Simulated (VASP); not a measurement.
Here is a VASP 6.6.1 calculation.

File INCAR:

```
SYSTEM = Al
  PREC = Accurate
  ENCUT = 520
  EDIFF = 1E-6
  ISMEAR = -1
  SIGMA = 0.05
  LREAL = .False.
  LASPH = .True.
  NELM = 60
  ALGO = Normal
  ISIF = 2
  LWAVE = .False.
  LCHARG = .False.
  GGA = PS
  NBANDS = 8
```

Contents of KPOINTS:

```
regular mesh
0
Gamma
  12 12 12
  0 0 0
```

File POSCAR:

```
Al
1.0
   -1.5587357247      1.5587357247      1.5587357247
    1.5587357247     -1.5587357247      1.5587357247
    1.5587357247      1.5587357247     -1.5587357247
Al
1
Direct
    0.0000000000      0.0000000000      0.0000000000
```

Potentials or basis: VASP PAW PBE potentials, release 64 (Al).

Launch:

```bash
$ cat potpaw_PBE.64/Al/POTCAR > POTCAR
$ mpirun -np 1 vasp_std > vasp.out
```

Estimate the pressure.

8.1 GPa.

Caveat: the PAW data sets were made with another functional, which shifts forces and pressure a little.
